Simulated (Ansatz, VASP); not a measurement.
Two plane-wave programs on Si

Contents of INCAR:

```
SYSTEM = Si
PREC = Accurate
ENCUT = 520
EDIFF = 1E-6
ISMEAR = 0
SIGMA = 0.05
LREAL = .False.
LASPH = .True.
NELM = 100
ALGO = Normal
ISIF = 2
LWAVE = .False.
LCHARG = .False.
GGA = PE
NBANDS = 26
```

File KPOINTS:

```
regular mesh
0
Gamma
  10 10 3
  0 0 0
```

File POSCAR:

```
Si
1.0
   -3.8510822046      0.0000000000      0.0000000000
   -1.9255411023     -3.3351350213      0.0000000000
   -1.1232323097     -0.8337837553     12.7293621948
Si
8
Direct
    0.1822556606      0.1067168242      0.9064660365
    0.2655889939      0.2317168242      0.4064660365
    0.6405889939      0.6275501575      0.1564660365
    0.5572556606      0.5025501575      0.6564660365
    0.3177443394      0.3099498425      0.0935339635
    0.2344110061      0.1849498425      0.5935339635
    0.6094110061      0.5807831758      0.3435339635
    0.5260776727      0.4557831758      0.8435339635
```

Input for Ansatz:

```yaml
crystal:
  lattice:
    - [-3.8510822046, 0.0, 0.0]
    - [-1.9255411023, -3.3351350213, 0.0]
    - [-1.1232323097, -0.8337837553, 12.7293621948]
  atoms:
    - { symbol: Si, position: [0.1822556606, 0.1067168242, 0.9064660365] }
    - { symbol: Si, position: [0.2655889939, 0.2317168242, 0.4064660365] }
    - { symbol: Si, position: [0.6405889939, 0.6275501575, 0.1564660365] }
    - { symbol: Si, position: [0.5572556606, 0.5025501575, 0.6564660365] }
    - { symbol: Si, position: [0.3177443394, 0.3099498425, 0.0935339635] }
    - { symbol: Si, position: [0.2344110061, 0.1849498425, 0.5935339635] }
    - { symbol: Si, position: [0.6094110061, 0.5807831758, 0.3435339635] }
    - { symbol: Si, position: [0.5260776727, 0.4557831758, 0.8435339635] }
basis:
  ecutwfc: 420
kpoints:
  mp_grid: { grid: [10, 10, 3] }
hamiltonian:
  xc: pbe
  pseudopotentials: { kind: paw, azcp: { folder: soft_1 } }
scf:
  occupations: { method: gaussian, width: 0.05 }
output:
  forces: true
  stress: true
  eigenvalues: true
```

Alike in both runs: task single point; functional PBE; k mesh 10 × 10 × 3; occupations gaussian, width 0.05 eV; no spin polarisation.

|  | VASP | Ansatz |
| --- | --- | --- |
| version | VASP 6.6.1 | Ansatz 0.2.0 |
| potentials or method | VASP PAW PBE potentials, release 64 (Si), cutoff 520 eV | scalar-relativistic, plane waves, PAW |
| valence electrons in the cell | 32 | 32 |

VASP gave:

| Quantity | Value |
| --- | --- |
| gap on the k mesh at the Fermi level (eV) | none |
| pressure (GPa) | -0.9 |
| traceless stress, the component that is largest in VASP (GPa) | 3.12 |
| rms of the force components (eV/Å) | 0.390 |

Problem. What did Ansatz give for the same quantities?

Solution. gap on the k mesh at the Fermi level (eV): none; pressure (GPa): -0.8; traceless stress, the component that is largest in VASP (GPa): 3.12; rms of the force components (eV/Å): 0.391.

Atom by atom the forces differ by 0.002 eV/Å (rms over components). A gap of «none» marks a metal or a gap that the smearing closes.
